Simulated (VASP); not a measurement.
# Si2W (fluorite type) (Fm-3m) in VASP: a series of runs, part 2 of 2

VASP 6.6.1. Earlier steps stand in the parts before.

## (4) Relaxation of cell and atoms, PBE, target pressure 170 GPa, at which the enthalpy is minimised

This run uses another cell than the first one, of 9.57 Å³/atom, 0.903 times its volume.

The input, INCAR:

```
SYSTEM = Si2W
PREC     = Accurate       ! precision mode
ENCUT    = 600            ! plane-wave cutoff, eV
EDIFF    = 1E-6           ! SCF threshold, eV
ISMEAR   = -1             ! smearing method
SIGMA    = 0.05           ! smearing width, eV
LREAL    = .FALSE.        ! projectors in reciprocal space
LASPH    = .TRUE.         ! aspherical terms in the spheres
NELM     = 80             ! most SCF steps
ALGO     = Normal         ! electronic algorithm
ISIF     = 3              ! what is computed and relaxed
LWAVE    = .FALSE.        ! write WAVECAR
LCHARG   = .FALSE.        ! write CHGCAR
GGA      = PE             ! functional
IBRION   = 2              ! ionic algorithm
NSW      = 60             ! ionic steps
EDIFFG   = -0.005         ! ionic threshold
PSTRESS  = 1700.0
```

The input, KPOINTS:

```
regular mesh
0
G
  10 10 10
  0 0 0
```

The input, POSCAR:

```
Si2W
1.0
    0.0000000000      2.4303101175      2.4303101175
    2.4303101175      0.0000000000      2.4303101175
    2.4303101175      2.4303101175      0.0000000000
W Si
1 2
Direct
    0.0000000000      0.0000000000      0.0000000000
    0.2500000000      0.2500000000      0.2500000000
    0.7500000000      0.7500000000      0.7500000000
```

Potentials or basis: VASP PAW PBE potentials, release 64 (W_sv, Si).

Run with:

```bash
$ cat potpaw_PBE.64/W_sv/POTCAR potpaw_PBE.64/Si/POTCAR > POTCAR
$ mpirun -np 1 vasp_std > vasp.out
```

OUTCAR:

```text
SYSTEM = Si2W
   PREC = Accurate
   ENCUT = 600
   EDIFF = 1E-6
   ISMEAR = -1
   LREAL = .FALSE.
   LASPH = .TRUE.
   NELM = 80
   ISIF = 3
   GGA = PE
   IBRION = 2
   NSW = 60
   EDIFFG = -0.005
   PSTRESS = 1700.0

 ion  position               nearest neighbor table
   1  0.000  0.000  0.000-   2 2.10   3 2.10   3 2.10   3 2.10   3 2.10   2 2.10   2 2.10   2 2.10

   2  0.250  0.250  0.250-   1 2.10   1 2.10   1 2.10   1 2.10   3 2.43   3 2.43   3 2.43   3 2.43
                             3 2.43   3 2.43
   3  0.750  0.750  0.750-   1 2.10   1 2.10   1 2.10   1 2.10   2 2.43   2 2.43   2 2.43   2 2.43
                             2 2.43   2 2.43

  LATTYP: Found a face centered cubic cell.
 ALAT       =     4.8606202350

  Lattice vectors:

 A1 = (   0.0000000000,   2.4303101175,   2.4303101175)
 A2 = (   2.4303101175,   0.0000000000,   2.4303101175)
 A3 = (   2.4303101175,   2.4303101175,   0.0000000000)

Analysis of symmetry for initial positions (statically):
=====================================================================
 Subroutine PRICEL returns:
 Original cell was already a primitive cell.

 Routine SETGRP: Setting up the symmetry group for a
 face centered cubic supercell.

 Subroutine GETGRP returns: Found 48 space group operations
[... 9 lines left out ...]

 Routine SETGRP: Setting up the symmetry group for a
 face centered cubic supercell.

 Subroutine GETGRP returns: Found 48 space group operations
[... 11 lines left out ...]
                                     Primitive cell

  volume of cell :      28.7088

  direct lattice vectors                    reciprocal lattice vectors
     0.000000000  2.430310117  2.430310117    -0.205735061  0.205735061  0.205735061
     2.430310117  0.000000000  2.430310117     0.205735061 -0.205735061  0.205735061
     2.430310117  2.430310117  0.000000000     0.205735061  0.205735061 -0.205735061

  length of vectors
     3.436977529  3.436977529  3.436977529     0.356343578  0.356343578  0.356343578

  position of ions in fractional coordinates (direct lattice)
     0.000000000  0.000000000  0.000000000
     0.250000000  0.250000000  0.250000000
     0.750000000  0.750000000  0.750000000

  ion indices of the primitive-cell ions
   primitive index   ion index
                 1           1
                 2           2
                 3           3

----------------------------------------------------------------------------------------

 KPOINTS: regular mesh

Automatic generation of k-mesh.
 Grid dimensions read from file:
 generate k-points for:   10   10   10

 Generating k-lattice:

  Cartesian coordinates                     Fractional coordinates (reciprocal lattice)
    -0.020573506  0.020573506  0.020573506     0.100000000  0.000000000  0.000000000
     0.020573506 -0.020573506  0.020573506     0.000000000  0.100000000  0.000000000
     0.020573506  0.020573506 -0.020573506     0.000000000  0.000000000  0.100000000

  Length of vectors
     0.035634358  0.035634358  0.035634358

  Shift w.r.t. Gamma in fractional coordinates (k-lattice)
     0.000000000  0.000000000  0.000000000

 Subroutine IBZKPT returns following result:
 ===========================================

 Found     47 irreducible k-points:

 Following reciprocal coordinates:
            Coordinates               Weight
  0.000000  0.000000  0.000000      1.000000
  0.100000  0.000000  0.000000      8.000000
  0.200000  0.000000  0.000000      8.000000
  0.300000  0.000000  0.000000      8.000000
  0.400000  0.000000  0.000000      8.000000
  0.500000  0.000000  0.000000      4.000000
[... 16 lines left out ...]
  0.300000  0.300000  0.000000      6.000000
  0.400000  0.300000  0.000000     24.000000
 [... further k-points ...]
   k-points           NKPTS =     47   k-points in BZ     NKDIM =     47   number of bands    NBANDS=     15
   number of dos      NEDOS =    301   number of ions     NIONS =      3
   total plane-waves  NPLWV =  21952
   dimension x,y,z NGX =    28 NGY =   28 NGZ =   28
   dimension x,y,z NGXF=    56 NGYF=   56 NGZF=   56
   ions per type =               1   2
   NGX,Y,Z   is equivalent  to a cutoff of  13.54, 13.54, 13.54 a.u.
   NGXF,Y,Z  is equivalent  to a cutoff of  27.09, 27.09, 27.09 a.u.
 SYSTEM =  Si2W
   PREC   = accura    normal or accurate (medium, high low for compatibility)
   ISTART =      0    job   : 0-new  1-cont  2-samecut
   ICHARG =      2    charge: 1-file 2-atom 10-const
   ISPIN  =      1    spin polarized calculation?
   LNONCOLLINEAR =      F non collinear calculations
   LSORBIT =      F    spin-orbit coupling
   LASPH  =      T    aspherical Exc in radial PAW
   ENCUT  =  600.0 eV  44.10 Ry    6.64 a.u.   6.86  6.86  6.86*2*pi/ulx,y,z
   NELM   =     80;   NELMIN=  2; NELMDL= -5     # of ELM steps
   EDIFF  = 0.1E-05   stopping-criterion for ELM
   LREAL  =      F    real-space projection
   EDIFFG = -.5E-02   stopping-criterion for IOM
   NSW    =     60    number of steps for IOM
   IBRION =      2    ionic relax: 0-MD 1-quasi-New 2-CG
   NFREE  =      1    steps in history (QN), initial steepest desc. (CG)
   ISIF   =      3    stress and relaxation
   ISYM   =      2    0-nonsym 1-usesym 2-fastsym
   POTIM  = 0.5000    time-step for ionic-motion
   TEBEG  =    0.0;   TEEND  =   0.0 temperature during run
   PSTRESS= 1700.0 pullay stress
   NELECT =      22.0000    total number of electrons
   NUPDOWN=      -1.0000    fix difference up-down
   EMIN   =  10.00;   EMAX   =-10.00  energy-range for DOS
   EFERMI =   0.00;   METHOD = LEGACY
   ISMEAR =    -1;   SIGMA  =   0.05  broadening in eV -4-tet -1-fermi 0-gaus
   EFERMI_NEDOS =   21; number of points for ismear=-14 and -15
   IALGO  =     38    algorithm
   IMIX   =      4    mixing-type and parameters
     AMIX     =   0.40;   BMIX     =  1.00
     AMIX_MAG =   1.60;   BMIX_MAG =  1.00
  volume/ion in A,a.u.               =       9.57        64.58
  Fermi-wavevector in a.u.,A,eV,Ry     =   1.498111  2.831020 30.536058  2.244337
  Thomas-Fermi vector in A             =   2.609912
   LORBIT       =      0    0 simple, 1 ext, 2 COOP (PROOUT), +10 PAW based schemes
   GGA     = PE    functional components
   LHFCALC =     F    Hartree Fock is set to
   AEXX    =    0.0000 exact exchange contribution
   IVDW    =     0    specifies the selected vdW correction
   LEPSILON=     F    determine dielectric tensor
   LRPA    =     F    only Hartree local field effects (RPA)
 conjugate gradient relaxation of ions
 non-spin polarized calculation
  energy-cutoff  :      600.00
  volume of cell :       28.71
 maximum number of plane-waves:       982
   NGX = 13   NGY = 13   NGZ = 13

--------------------------------------- Ionic step        1  -------------------------------------------

 number of electron      22.0000001 magnetization

 Free energy of the ion-electron system (eV)
  ---------------------------------------------------
  ext. energy  EPLUGINS =         0.00000000
  ---------------------------------------------------
  free energy    TOTEN  =       -11.29979126 eV

  energy without entropy =      -11.29008437  energy(sigma->0) =      -11.29493782

------------------------ aborting loop because EDIFF is reached ----------------------------------------

  FORCE on cell =-STRESS in cart. coord.  units (eV):
  Direction    XX          YY          ZZ          XY          YZ          ZX
  --------------------------------------------------------------------------------------
  -------------------------------------------------------------------------------------
  Total       45.4768298     45.4768298     45.4768298      0.0000000      0.0000000     -0.0000000
  in kB     2537.9653280   2537.9653280   2537.9653280      0.0000000      0.0000000     -0.0000000
  external PRESSURE =     837.9653280 kB  Pullay stress =    1700.0000000 kB
[... 24 lines left out ...]
  enthalpy is  TOTEN    =        19.1618584178 eV   P V=       30.4616496819

--------------------------------------- Ionic step        2  -------------------------------------------

 number of electron      22.0000001 magnetization

 E-fermi :   7.6144     XC(G=0): -10.8572

 val. band max:        7.5829645250   @ k =   0.2000   0.2000   0.0000
 cond. band min:       7.6289922287   @ k =   0.3000   0.2000   0.0000
 fundamental gap:      0.0460277037
 Fermi energy:         7.6143879676

 k-point     1 :       0.0000    0.0000    0.0000
  band No.  band energies     occupation
      1     -65.9422      2.00000
      2     -30.2055      2.00000
      3     -30.2055      2.00000
      4     -30.2055      2.00000
      5      -3.8169      2.00000
      6       3.4909      2.00000
      7       3.4909      2.00000
      8       3.4909      2.00000
      9       4.8940      2.00000
     10       6.8505      2.00000
     11       6.8505      2.00000
     12      11.1097      0.00000
     13      11.1097      0.00000
     14      11.1097      0.00000
     15      11.8573      0.00000
[... 528 lines left out ...]
  enthalpy is  TOTEN    =        18.3998207699 eV   P V=       33.8449560131

--------------------------------------- Ionic step        5  -------------------------------------------

 number of electron      21.9999998 magnetization

 Free energy of the ion-electron system (eV)
  ---------------------------------------------------
  ext. energy  EPLUGINS =         0.00000000
  ---------------------------------------------------
  free energy    TOTEN  =       -15.37527725 eV

  energy without entropy =      -15.36417424  energy(sigma->0) =      -15.36972575

 E-fermi :  15.4579     XC(G=0): -13.4643

 val. band max:       15.4482350500   @ k =  -0.4000   0.4000   0.2000
 cond. band min:      15.4720103741   @ k =   0.3000   0.0000   0.0000
 fundamental gap:      0.0237753242
 Fermi energy:        15.4578796199

 k-point     1 :       0.0000    0.0000    0.0000
  band No.  band energies     occupation
      1     -57.1453      2.00000
      2     -22.0582      2.00000
      3     -22.0582      2.00000
      4     -22.0582      2.00000
      5      -0.2397      2.00000
      6       8.2003      2.00000
      7       8.2003      2.00000
      8       8.2003      2.00000
      9      12.5789      2.00000
     10      12.5789      2.00000
     11      16.0354      0.00002
     12      18.9487      0.00000
     13      18.9487      0.00000
     14      18.9487      0.00000
     15      23.2304      0.00000
[... 444 lines left out ...]
  FREE ENERGIE OF THE ION-ELECTRON SYSTEM (eV)
  ---------------------------------------------------
  free  energy   TOTEN  =       -15.3752772530 eV

  energy  without entropy=      -15.3641742432  energy(sigma->0) =      -15.36972575

  enthalpy is  TOTEN    =        18.3995106391 eV   P V=       33.7747878921

 reached required accuracy - stopping structural energy minimisation
```

Run time: 4.4 min. Hardware: 1 thread of AMD EPYC 7R13, shared host; peak memory 0.15 GiB.

Results:

| Quantity | Value |
| --- | --- |
| Free energy | -15.3753 eV |
| Relaxed volume | 10.61 Å³/atom |
| Relaxed cell | a = 3.557 Å, b = 3.557 Å, c = 3.557 Å, α = 60.00°, β = 60.00°, γ = 60.00° |
| Space group after relaxing (to 0.05 Å) | Fm-3m (No. 225) |
| Energy change on relaxing (the enthalpy is what falls) | -1358.5 meV/atom |
| Ionic steps | 5 |
| Pressure after relaxing | 170.0 GPa |
| Band gap on the k mesh | zero (band 11 reaches 18.58 eV, above the bottom of band 12 at 13.51 eV) |

Step by step:
| step | energy change (eV) | largest force (eV/Å) | pressure (GPa) | volume (Å³) |
| --- | --- | --- | --- | --- |
| 1 | 0.0000 | 0.0000 | 253.80 | 28.71 |
| 2 | -10.8264 | 0.0000 | -8.74 | 54.93 |
| 3 | -5.1408 | 0.0000 | 147.87 | 32.91 |
| 4 | -4.1453 | 0.0000 | 168.56 | 31.90 |
| 5 | -4.0755 | 0.0000 | 169.99 | 31.83 |

Final structure:
```
W Si
1.0
     0.00000    2.51541    2.51541
     2.51541    0.00000    2.51541
     2.51541    2.51541    0.00000
W Si
1 2
Direct
  0.00000 0.00000 0.00000
  0.25000 0.25000 0.25000
  0.75000 0.75000 0.75000
```

Levels at points of the mesh, in eV from the Fermi level:
| k point | band 8 | band 9 | band 10 | band 11 | band 12 | band 13 | band 14 | band 15 |
| --- | --- | --- | --- | --- | --- | --- | --- | --- |
| (0.00, 0.00, 0.00) | -7.26 | -2.88 | -2.88 | 0.58 | 3.49 | 3.49 | 3.49 | 7.77 |
| (0.50, 0.00, 0.00) | -6.55 | -2.18 | -1.25 | -1.25 | -0.17 | -0.17 | 1.23 | 10.48 |
| (0.50, 0.50, 0.00) | -3.82 | -3.82 | -2.04 | -1.94 | -1.94 | 0.13 | 6.01 | 8.56 |

Caveat: the cell is relaxed towards a set pressure, so the enthalpy falls and the energy may rise; spin-orbit coupling is left out, which moves the levels of the heavy elements.

## (5) Relaxation of cell and atoms, PBE, target pressure 170 GPa, at which the enthalpy is minimised

The input, INCAR:

```
SYSTEM = Si2W
PREC     = Accurate       ! precision mode
ENCUT    = 600            ! plane-wave cutoff, eV
EDIFF    = 1E-6           ! SCF threshold, eV
ISMEAR   = -1             ! smearing method
SIGMA    = 0.05           ! smearing width, eV
LREAL    = .False.        ! projectors in reciprocal space
LASPH    = .True.         ! aspherical terms in the spheres
NELM     = 80             ! most SCF steps
ALGO     = Normal         ! electronic algorithm
ISIF     = 3              ! what is computed and relaxed
LWAVE    = .False.        ! write WAVECAR
LCHARG   = .False.        ! write CHGCAR
GGA      = PE             ! functional
IBRION   = 2              ! ionic algorithm
NSW      = 32             ! ionic steps
EDIFFG   = -0.005         ! ionic threshold
PSTRESS  = 1700.0
```

The input, KPOINTS:

```
Automatic mesh
0
Gamma
  10 10 10
  0 0 0
```

The input, POSCAR:

```
Si2W
1.0
    0.0000000000      2.5143116874      2.5143116874
    2.5143116874      0.0000000000      2.5143116874
    2.5143116874      2.5143116874      0.0000000000
W Si
1 2
Direct
    0.0000000000      0.0000000000      0.0000000000
    0.2500000000      0.2500000000      0.2500000000
    0.7500000000      0.7500000000      0.7500000000
```

Run with:

```bash
$ cat potpaw_PBE.64/W_sv/POTCAR potpaw_PBE.64/Si/POTCAR > POTCAR
$ mpirun -np 1 vasp_std > vasp.out
```

Run time: 2.3 min. Hardware: 1 thread of AMD EPYC 7R13, shared host; peak memory 0.15 GiB.

The run converged. Its results:

```yaml
Free_energy: -15.3760 eV
Relaxed_volume: 10.61 Å³/atom
Relaxed_cell: a = 3.557 Å, b = 3.557 Å, c = 3.557 Å, α = 60.00°, β = 60.00°, γ = 60.00°
Space_group_after_relaxing_to_0.05_Å: Fm-3m (No. 225)
Energy_change_on_relaxing_the_enthalpy_is_what_falls: -14.7 meV/atom
Ionic_steps: 3
Pressure_after_relaxing: 170.0 GPa
Band_gap_on_the_k_mesh: zero (band 11 reaches 18.58 eV, above the bottom of band 12 at 13.51 eV)
```

Step by step:
```tsv
step	energy change (eV)	largest force (eV/Å)	pressure (GPa)	volume (Å³)
1	0.0000	0.0000	170.92	31.79
2	-0.2935	0.0000	164.85	32.07
3	-0.0441	0.0000	170.00	31.83
```

Final structure:
```
CELL_PARAMETERS angstrom
0.00000 2.51540 2.51540
2.51540 0.00000 2.51540
2.51540 2.51540 0.00000
ATOMIC_POSITIONS crystal
W 0.00000 0.00000 0.00000
Si 0.25000 0.25000 0.25000
Si 0.75000 0.75000 0.75000
```

Levels at points of the mesh, in eV from the Fermi level:
```
           k point  band 9  band 10  band 11  band 12  band 13  band 14
(0.00, 0.00, 0.00)   -2.88    -2.88     0.58     3.49     3.49     3.49
(0.50, 0.00, 0.00)   -2.18    -1.25    -1.25    -0.17    -0.17     1.23
(0.50, 0.50, 0.00)   -3.82    -2.04    -1.94    -1.94     0.13     6.01
```

Caveat: the cell is relaxed towards a set pressure, so the enthalpy falls and the energy may rise; spin-orbit coupling is left out, which moves the levels of the heavy elements.

## (6) The runs side by side

```csv
task,cell,cutoff (eV),gap on the mesh (eV),pressure (GPa)
single point,"a = 3.556 Å, angles 60.0°, 3 atoms",520,none,170.9
single point,"a = 3.553 Å, angles 60.0°, 3 atoms",520,none,172.3
relaxation of cell and atoms,"relaxed to 170 GPa from a = 3.437 Å, angles 60.0°, 3 atoms",600,none,170.0
relaxation of cell and atoms,"relaxed to 170 GPa from a = 3.556 Å, angles 60.0°, 3 atoms",600,none,170.0
```

Alike in all rows: level PBE; potentials or basis VASP PAW PBE potentials, release 64 (W_sv, Si); no spin polarisation; k mesh 10 × 10 × 10; smearing fermi-dirac 0.05 eV.

Caveats: spin-orbit coupling is left out, which moves the levels of the heavy elements; the cell is relaxed towards a set pressure, so the enthalpy falls and the energy may rise (some runs).

Total energies depend on the potentials used, so only differences within one code and one set of settings carry meaning.
